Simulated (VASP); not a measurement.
# InP (Fm-3m) in VASP: a series of runs

The runs below take InP through single point, with B3LYP, PBE-based screened hybrid with 25 % exact exchange.

All numbers are computed with VASP 6.6.1; they aren't measurements. Logs are shortened: lines on timing, memory, paths and dates and some standing lists are left out, and cuts for length are marked.

**1. The cell of the first run**

It takes space group Fm-3m (No. 225, cubic). Conventional cell: a = 5.587 Å, b = 5.587 Å, c = 5.587 Å, α = 90.00°, β = 90.00°, γ = 90.00°. In (site symmetry m-3m) has 6 P at 2.79 Å within 3.7 Å. P (site symmetry m-3m) has 6 In at 2.79 Å within 3.7 Å.

**2. Single point, B3LYP**

POSCAR

```
InP
1.0
    0.0000000000      2.7933215490      2.7933215490
    2.7933215490      0.0000000000      2.7933215490
    2.7933215490      2.7933215490      0.0000000000
In P
1 1
Direct
    0.0000000000      0.0000000000      0.0000000000
    0.5000000000      0.5000000000      0.5000000000
```

INCAR.step1

```
PREC = Accurate
ENCUT = 520
EDIFF = 1E-5
ISMEAR = -1
SIGMA = 0.05
LREAL = F
LASPH = T
NELM = 100
ALGO = Normal
ISIF = 2
LWAVE = T
LCHARG = F
NBANDS = 16
GGA = PE
```

INCAR.step2

```
PREC = Accurate
ENCUT = 520
EDIFF = 1E-6
ISMEAR = -1
SIGMA = 0.05
LREAL = F
LASPH = T
NELM = 100
ALGO = Normal
ISIF = 2
LWAVE = F
LCHARG = F
GGA = B3
LHFCALC = T
AEXX = 0.2
AGGAX = 0.72
AGGAC = 0.81
ALDAC = 0.19
PRECFOCK = Normal
NBANDS = 16
ISTART = 1
```

KPOINTS

```
regular mesh
0
Gamma
  4 4 4
```

Potentials or basis: VASP PAW PBE potentials, release 64 (In_d, P).

Launch:

```bash
$ cat potpaw_PBE.64/In_d/POTCAR potpaw_PBE.64/P/POTCAR > POTCAR
$ cp INCAR.step1 INCAR
$ mpirun -np 1 vasp_std > vasp.out
$ cp INCAR.step2 INCAR
$ mpirun -np 1 vasp_std > vasp.out
```

OUTCAR:

```text
PREC = Accurate
   ENCUT = 520
   EDIFF = 1E-6
   ISMEAR = -1
   LREAL = F
   LASPH = T
   NELM = 100
   ISIF = 2
   GGA = B3
   LHFCALC = T
   AEXX = 0.2
   PRECFOCK = Normal
   ISTART = 1

 ion  position               nearest neighbor table
   1  0.000  0.000  0.000-   2 2.79   2 2.79   2 2.79   2 2.79   2 2.79   2 2.79
   2  0.500  0.500  0.500-   1 2.79   1 2.79   1 2.79   1 2.79   1 2.79   1 2.79

  LATTYP: Found a face centered cubic cell.
 ALAT       =     5.5866430980

  Lattice vectors:

 A1 = (   0.0000000000,   2.7933215490,   2.7933215490)
 A2 = (   2.7933215490,   0.0000000000,   2.7933215490)
 A3 = (   2.7933215490,   2.7933215490,   0.0000000000)

Analysis of symmetry for initial positions (statically):
=====================================================================
 Subroutine PRICEL returns:
 Original cell was already a primitive cell.

 Routine SETGRP: Setting up the symmetry group for a
 face centered cubic supercell.

 Subroutine GETGRP returns: Found 48 space group operations
 (whereof 48 operations were pure point group operations)
 out of a pool of 48 trial point group operations.

The static configuration has the point symmetry O_h .

Analysis of symmetry for dynamics (positions and initial velocities):
=====================================================================
 Subroutine PRICEL returns:
 Original cell was already a primitive cell.

 Routine SETGRP: Setting up the symmetry group for a
 face centered cubic supercell.

 Subroutine GETGRP returns: Found 48 space group operations
 (whereof 48 operations were pure point group operations)
 out of a pool of 48 trial point group operations.

The dynamic configuration has the point symmetry O_h .

 Subroutine INISYM returns: Found 48 space group operations
 (whereof 48 operations are pure point group operations),
 and found     1 'primitive' translations

----------------------------------------------------------------------------------------

                                     Primitive cell

  volume of cell :      43.5906

  direct lattice vectors                    reciprocal lattice vectors
     0.000000000  2.793321549  2.793321549    -0.178998369  0.178998369  0.178998369
     2.793321549  0.000000000  2.793321549     0.178998369 -0.178998369  0.178998369
     2.793321549  2.793321549  0.000000000     0.178998369  0.178998369 -0.178998369

  length of vectors
     3.950353219  3.950353219  3.950353219     0.310034269  0.310034269  0.310034269

  position of ions in fractional coordinates (direct lattice)
     0.000000000  0.000000000  0.000000000
     0.500000000  0.500000000  0.500000000

  ion indices of the primitive-cell ions
   primitive index   ion index
                 1           1
                 2           2

----------------------------------------------------------------------------------------

 KPOINTS: regular mesh

Automatic generation of k-mesh.
 Grid dimensions read from file:
 generate k-points for:    4    4    4

 Generating k-lattice:

  Cartesian coordinates                     Fractional coordinates (reciprocal lattice)
    -0.044749592  0.044749592  0.044749592     0.250000000  0.000000000  0.000000000
     0.044749592 -0.044749592  0.044749592     0.000000000  0.250000000  0.000000000
     0.044749592  0.044749592 -0.044749592     0.000000000  0.000000000  0.250000000

  Length of vectors
     0.077508567  0.077508567  0.077508567

  Shift w.r.t. Gamma in fractional coordinates (k-lattice)
     0.000000000  0.000000000  0.000000000

 Subroutine IBZKPT returns following result:
 ===========================================

 Found      8 irreducible k-points:

 Following reciprocal coordinates:
            Coordinates               Weight
  0.000000  0.000000  0.000000      1.000000
  0.250000  0.000000  0.000000      8.000000
  0.500000  0.000000  0.000000      4.000000
  0.250000  0.250000  0.000000      6.000000
  0.500000  0.250000  0.000000     24.000000
 -0.250000  0.250000  0.000000     12.000000
  0.500000  0.500000  0.000000      3.000000
 -0.250000  0.500000  0.250000      6.000000
   k-points           NKPTS =      8   k-points in BZ     NKDIM =     64   number of bands    NBANDS=     16
   number of dos      NEDOS =    301   number of ions     NIONS =      2
   total plane-waves  NPLWV =  27000
   dimension x,y,z NGX =    30 NGY =   30 NGZ =   30
   dimension x,y,z NGXF=    60 NGYF=   60 NGZF=   60
   ions per type =               1   1
   NGX,Y,Z   is equivalent  to a cutoff of  12.63, 12.63, 12.63 a.u.
   NGXF,Y,Z  is equivalent  to a cutoff of  25.25, 25.25, 25.25 a.u.
 SYSTEM =  unknown system
   PREC   = accura    normal or accurate (medium, high low for compatibility)
   ISTART =      1    job   : 0-new  1-cont  2-samecut
   ICHARG =      0    charge: 1-file 2-atom 10-const
   ISPIN  =      1    spin polarized calculation?
   LNONCOLLINEAR =      F non collinear calculations
   LSORBIT =      F    spin-orbit coupling
   LASPH  =      T    aspherical Exc in radial PAW
   ENCUT  =  520.0 eV  38.22 Ry    6.18 a.u.   7.35  7.35  7.35*2*pi/ulx,y,z
   NELM   =    100;   NELMIN=  2; NELMDL=  0     # of ELM steps
   EDIFF  = 0.1E-05   stopping-criterion for ELM
   LREAL  =      F    real-space projection
   EDIFFG = 0.1E-04   stopping-criterion for IOM
   NSW    =      0    number of steps for IOM
   IBRION =     -1    ionic relax: 0-MD 1-quasi-New 2-CG
   NFREE  =      0    steps in history (QN), initial steepest desc. (CG)
   ISIF   =      2    stress and relaxation
   ISYM   =      3    0-nonsym 1-usesym 2-fastsym
   POTIM  = 0.5000    time-step for ionic-motion
   TEBEG  =    0.0;   TEEND  =   0.0 temperature during run
   PSTRESS=    0.0 pullay stress
   NELECT =      18.0000    total number of electrons
   NUPDOWN=      -1.0000    fix difference up-down
   EMIN   =  10.00;   EMAX   =-10.00  energy-range for DOS
   EFERMI =   0.00;   METHOD = LEGACY
   ISMEAR =    -1;   SIGMA  =   0.05  broadening in eV -4-tet -1-fermi 0-gaus
   EFERMI_NEDOS =   21; number of points for ismear=-14 and -15
   IALGO  =     38    algorithm
   IMIX   =      1    mixing-type and parameters
     AMIX     =   0.40;   BMIX     =  1.00
     AMIX_MAG =   1.60;   BMIX_MAG =  1.00
  volume/ion in A,a.u.               =      21.80       147.08
  Fermi-wavevector in a.u.,A,eV,Ry     =   1.219087  2.303741 20.220616  1.486173
  Thomas-Fermi vector in A             =   2.354351
   LORBIT       =      0    0 simple, 1 ext, 2 COOP (PROOUT), +10 PAW based schemes
   GGA     = B3    functional components
   LHFCALC =     T    Hartree Fock is set to
   PRECFOCK=normal    Normal, Fast or Accurate (Low or Medium for compatibility)
   ENCUT4O =  -1.0   cutoff for four orbital integrals eV
   NKREDX  =     1    reduce k-point grid by
   NKREDY  =     1    reduce k-point grid by
   NKREDZ  =     1    reduce k-point grid by
   AEXX    =    0.2000 exact exchange contribution
   HFSCREEN=    0.0000 screening length (either q_TF or 0.3 A-1)
   HFSCREENC=   0.0000 screening length for correlation (either q_TF or 0.3 A-1)
   ENCUTFOCK=  -1.0 apply spherical cutoff to Coloumb kernel
   IVDW    =     0    specifies the selected vdW correction
   LEPSILON=     F    determine dielectric tensor
   LRPA    =     F    only Hartree local field effects (RPA)
 non-spin polarized calculation
  energy-cutoff  :      520.00
  volume of cell :       43.59
 maximum number of plane-waves:      1211
 NGX is ok and might be reduce to    30
  NGX = 24; NGY = 24; NGZ = 24

 number of electron      18.0000005 magnetization

 Free energy of the ion-electron system (eV)
  ---------------------------------------------------
  ext. energy  EPLUGINS =         0.00000000
  ---------------------------------------------------
  free energy    TOTEN  =        -8.24396141 eV

  energy without entropy =       -8.24040811  energy(sigma->0) =       -8.24218476

 E-fermi :   7.0215     XC(G=0):  -8.1117

 val. band max:        6.6522616620   @ k =   0.5000   0.0000   0.0000
 cond. band min:       7.0762336984   @ k =   0.5000   0.0000   0.0000
 fundamental gap:      0.4239720364
 Fermi energy:         7.0214737616

 k-point     1 :       0.0000    0.0000    0.0000
  band No.  band energies     occupation
      1      -9.5552      2.00000
      2      -9.5530      2.00000
      3      -9.5294      2.00000
      4      -9.5264      2.00000
      5      -9.5240      2.00000
      6      -6.4272      2.00000
[... 8 lines left out ...]
     15      16.1128      0.00000
     16      16.1171      0.00000

 k-point     2 :       0.2500    0.0000    0.0000
  band No.  band energies     occupation
      1      -9.5823      2.00000
      2      -9.5786      2.00000
      3      -9.5281      2.00000
      4      -9.4966      2.00000
      5      -9.4901      2.00000
      6      -5.6344      2.00000
[... 8 lines left out ...]
     15      16.6517      0.00000
     16      16.6579      0.00000

 k-point     3 :       0.5000    0.0000    0.0000
  band No.  band energies     occupation
      1      -9.6118      2.00000
      2      -9.6080      2.00000
      3      -9.5325      2.00000
      4      -9.4599      2.00000
      5      -9.4535      2.00000
      6      -4.2586      2.00000
[... 8 lines left out ...]
     15      19.3585      0.00000
     16      19.3668      0.00000

 k-point     4 :       0.2500    0.2500    0.0000
  band No.  band energies     occupation
      1      -9.6616      2.00000
      2      -9.5485      2.00000
      3      -9.5331      2.00000
      4      -9.4815      2.00000
      5      -9.4791      2.00000
      6      -5.3076      2.00000
[... 8 lines left out ...]
     15      18.7010      0.00000
     16      19.7633      0.00000

 k-point     5 :       0.5000    0.2500    0.0000
  band No.  band energies     occupation
      1      -9.7121      2.00000
      2      -9.5580      2.00000
      3      -9.5339      2.00000
      4      -9.4674      2.00000
      5      -9.4478      2.00000
      6      -3.8403      2.00000
[... 8 lines left out ...]
     15      20.0269      0.00000
     16      21.0268      0.00000

 k-point     6 :      -0.2500    0.2500    0.0000
  band No.  band energies     occupation
      1      -9.6376      2.00000
      2      -9.5908      2.00000
      3      -9.5088      2.00000
      4      -9.4845      2.00000
      5      -9.4750      2.00000
      6      -4.4234      2.00000
[... 8 lines left out ...]
     15      19.2603      0.00000
     16      19.7497      0.00000

 k-point     7 :       0.5000    0.5000    0.0000
  band No.  band energies     occupation
      1      -9.8182      2.00000
      2      -9.5712      2.00000
      3      -9.5130      2.00000
      4      -9.4308      2.00000
      5      -9.4284      2.00000
      6      -3.2124      2.00000
[... 8 lines left out ...]
     15      20.3123      0.00000
     16      21.5723      0.00000

 k-point     8 :      -0.2500    0.5000    0.2500
  band No.  band energies     occupation
      1      -9.7432      2.00000
      2      -9.5601      2.00000
      3      -9.5062      2.00000
      4      -9.5029      2.00000
      5      -9.4287      2.00000
      6      -3.1538      2.00000
[... 8 lines left out ...]
     15      19.1481      0.00000
     16      21.5790      0.00000

------------------------ aborting loop because EDIFF is reached ----------------------------------------

  FORCE on cell =-STRESS in cart. coord.  units (eV):
  Direction    XX          YY          ZZ          XY          YZ          ZX
  --------------------------------------------------------------------------------------
  -------------------------------------------------------------------------------------
  Total       -0.0116534     -0.0116534     -0.0116534      0.0000000      0.0000000     -0.0000000
  in kB       -0.4283206     -0.4283206     -0.4283206      0.0000000      0.0000000     -0.0000000
  external PRESSURE =      -0.4283206 kB  Pullay stress =       0.0000000 kB

 VOLUME and BASIS-vectors are now :
 -----------------------------------------------------------------------------
  energy-cutoff  :      520.00
  volume of cell :       43.59
      direct lattice vectors                 reciprocal lattice vectors
     0.000000000  2.793321549  2.793321549    -0.178998369  0.178998369  0.178998369
     2.793321549  0.000000000  2.793321549     0.178998369 -0.178998369  0.178998369
     2.793321549  2.793321549  0.000000000     0.178998369  0.178998369 -0.178998369

 POSITION                                       TOTAL-FORCE (eV/Angst)
 -----------------------------------------------------------------------------------
      0.00000      0.00000      0.00000         0.000000      0.000000      0.000000
      2.79332      2.79332      2.79332        -0.000000     -0.000000     -0.000000
 -----------------------------------------------------------------------------------
    total drift:                               -0.000000     -0.000000     -0.000000

  FREE ENERGIE OF THE ION-ELECTRON SYSTEM (eV)
  ---------------------------------------------------
  free  energy   TOTEN  =        -8.2439614117 eV

  energy  without entropy=       -8.2404081133  energy(sigma->0) =       -8.24218476
```

It took 6.1 min on 1 thread of Intel Xeon 6975P-C (Granite Rapids), shared host; peak memory 0.17 GiB.

What came out:

```
Free energy            : -8.2440 eV
Pressure               : 0.0 GPa
Band gap on the k mesh : zero (bands 9 and 10 overlap by 3.02 eV)
```

Levels at points of the mesh, in eV from the Fermi level:
```csv
k point,band 7,band 8,band 9,band 10,band 11,band 12
"(0.00, 0.00, 0.00)",-0.86,-0.85,-0.85,0.71,7.99,7.99
"(0.50, 0.00, 0.00)",-7.67,-0.37,0.05,3.17,3.93,3.94
"(0.50, 0.50, 0.00)",-5.67,-3.10,-2.97,-2.96,4.74,10.58
```

Caveat: the k points lie up to 0.49 Å⁻¹ apart, too coarse for converged energies and pressures of a metal; the PAW data sets were made with another functional, which shifts forces and pressure a little; spin-orbit coupling is left out, which moves the levels of the heavy elements.

**3. Single point, PBE-based screened hybrid with 25 % exact exchange**

This run uses another cell than the first one, of 21.23 Å³/atom.

POSCAR

```
InP
1.0
    0.0000000000      2.7688340000      2.7688340000
    2.7688340000      0.0000000000      2.7688340000
    2.7688340000      2.7688340000      0.0000000000
In P
1 1
Direct
    0.0000000000      0.0000000000      0.0000000000
    0.5000000000      0.5000000000      0.5000000000
```

INCAR.step1

```
SYSTEM = InP
ALGO = Normal
EDIFF = 1E-5
ENCUT = 520
GGA = PE
ISIF = 2
ISMEAR = -1
LASPH = .True.
LREAL = .False.
LWAVE = .True.
NBANDS = 16
NELM = 100
PREC = Accurate
SIGMA = 0.05
```

INCAR.step2

```
SYSTEM = InP
AEXX = 0.25
ALGO = Normal
EDIFF = 1E-6
ENCUT = 520
GGA = PE
HFSCREEN = 0.1
ISIF = 2
ISMEAR = -1
ISTART = 1
LASPH = .True.
LCHARG = .True.
LELF = .True.
LHFCALC = .True.
LREAL = .False.
LVHAR = .True.
LWAVE = .False.
NBANDS = 16
NELM = 100
PREC = Accurate
PRECFOCK = Normal
SIGMA = 0.05
```

KPOINTS

```
k-points
0
Gamma
  4 4 4
  0 0 0
```

Potentials or basis: VASP PAW PBE potentials, release 64 (In_d, P).

Launch:

```bash
$ cat potpaw_PBE.64/In_d/POTCAR potpaw_PBE.64/P/POTCAR > POTCAR
$ cp INCAR.step1 INCAR
$ mpirun -np 1 vasp_std > vasp.out
$ cp INCAR.step2 INCAR
$ mpirun -np 1 vasp_std > vasp.out
```

It took 18 min on 1 thread of Intel Xeon Platinum 8259CL at 2.50GHz (Skylake/Cascade Lake), shared host; peak memory 0.27 GiB.

Results (log left out):

| Property | Result |
| --- | --- |
| Free energy | -9.5956 eV |
| Pressure | -3.0 GPa |
| Band gap on the k mesh | zero (bands 9 and 10 overlap by 2.68 eV) |

Levels at points of the mesh, in eV from the Fermi level:
```tsv
k point	band 6	band 7	band 8	band 9	band 10	band 11	band 12	band 13
(0.00, 0.00, 0.00)	-13.76	-0.66	-0.65	-0.65	1.20	7.84	7.85	7.85
(0.50, 0.00, 0.00)	-11.42	-7.77	-0.17	0.05	3.08	3.97	3.99	6.25
(0.50, 0.50, 0.00)	-10.24	-5.90	-2.96	-2.95	-2.63	4.36	11.13	11.13
```

Caveat: the k points lie up to 0.49 Å⁻¹ apart, too coarse for converged energies and pressures of a metal; the PAW data sets were made with another functional, which shifts forces and pressure a little; spin-orbit coupling is left out, which moves the levels of the heavy elements.

(Continued in part 2 of 2.)

The gap in the log of VASP goes by the Fermi energy; the results here count the filled bands.